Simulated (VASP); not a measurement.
A run of VASP 6.6.1 is set up as follows.

The input INCAR:

```
SYSTEM = TbSi3W2
  PREC = Accurate
  ENCUT = 500
  EDIFF = 1E-6
  ISMEAR = 0
  SIGMA = 0.1
  LREAL = .FALSE.
  LASPH = .TRUE.
  NELM = 200
  ALGO = Normal
  ISIF = 2
  LWAVE = .FALSE.
  LCHARG = .FALSE.
  GGA = PE
  NBANDS = 34
  GGA_COMPAT = .FALSE.
  LMAXMIX = 6
```

The input KPOINTS:

```
regular mesh
0
G
  8 8 8
  0 0 0
```

Contents of POSCAR:

```
TbSi3W2
1.0
    2.6505279411     -4.5793661288      0.0000000000
    2.6505279411      4.5793661288      0.0000000000
    0.0000000000      0.0000000000      4.2144124384
Tb Si W
1 3 2
Direct
    0.0000000000      0.0000000000      0.0000000000
    0.6698045544      0.3301954456      0.0000000000
    0.3301954456      0.6698045544      0.0000000000
    0.5000000000      0.5000000000      0.5000000000
    0.5000000000      0.0000000000      0.5000000000
    0.0000000000      0.5000000000      0.5000000000
```

Potentials or basis: VASP PAW PBE potentials, release 64 (Tb_3, Si, W_sv), 4f in core.

Command:

```bash
$ cat potpaw_PBE.64/Tb_3/POTCAR potpaw_PBE.64/Si/POTCAR potpaw_PBE.64/W_sv/POTCAR > POTCAR
$ mpirun -np 1 vasp_std > vasp.out
```

Question: Estimate the pressure.

Answer: 0.1 GPa.

Question: Estimate the largest force.

Answer: 0.017 eV/Å.

Forces in eV/Å, atoms in the order of the input:
```
Tb   0.000  0.000  0.000
Si   0.000  0.017  0.000
Si   0.000 -0.017  0.000
Si   0.000  0.000  0.000
W    0.000  0.000  0.000
W    0.000  0.000  0.000
```

Caveat: spin-orbit coupling is left out, which moves the levels of the heavy elements; the 4f electrons are frozen in the core, so they carry no moment and show no levels. Spin polarisation is off, so any magnetic state and its effect on volume and gap are missing.
